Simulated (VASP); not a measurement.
The system is PbS.

```
Pb S
1.0
     4.08970    0.00000    0.00000
    -2.04485    3.54178    0.00000
     0.00000    0.00000    3.78817
Pb S
1 1
Direct
  0.00000 0.00000 0.00000
  0.66667 0.33333 0.50000
```

* Program: VASP 6.6.1
* Task: relaxation of cell and atoms
* Functional: BLYP
* Potentials or basis: VASP PAW PBE potentials, release 64 (Pb_d, S)
* Cutoff: 600 eV
* k mesh: 8 × 8 × 7
* Occupations: fermi-dirac, width 0.05 eV
* Spin: no spin polarisation

At the start: pressure 3.5 GPa; volume 27.44 Å³/atom.

Q: Where does the relaxation end?

A: Over 5 steps the energy falls by 19.8 meV/atom and the volume is 29.38 Å³/atom (+7.1 %); space group P-6m2 (No. 187, to 0.05 Å).

The path:
| step | energy change (eV) | largest force (eV/Å) | pressure (GPa) | volume (Å³) |
| --- | --- | --- | --- | --- |
| 1 | 0.0000 | 0.0000 | 3.46 | 54.87 |
| 2 | -0.0355 | 0.0000 | -0.80 | 59.71 |
| 3 | -0.0384 | 0.0000 | 0.03 | 58.60 |
| 4 | -0.0393 | 0.0000 | 0.01 | 58.70 |
| 5 | -0.0395 | 0.0000 | 0.01 | 58.76 |

Final structure:
```cif
data_structure
_symmetry_space_group_name_H-M 'P 1'
_symmetry_Int_Tables_number 1
_cell_length_a 4.1950
_cell_length_b 4.1950
_cell_length_c 3.8559
_cell_angle_alpha 90.000
_cell_angle_beta 90.000
_cell_angle_gamma 120.000
_cell_volume 58.76
loop_
_atom_site_label
_atom_site_type_symbol
_atom_site_fract_x
_atom_site_fract_y
_atom_site_fract_z
_atom_site_occupancy
Pb1 Pb 0.00000 0.00000 0.00000 1
S1 S 0.66667 0.33333 0.50000 1
```

Caveat: the PAW data sets were made with another functional, which shifts forces and pressure a little.
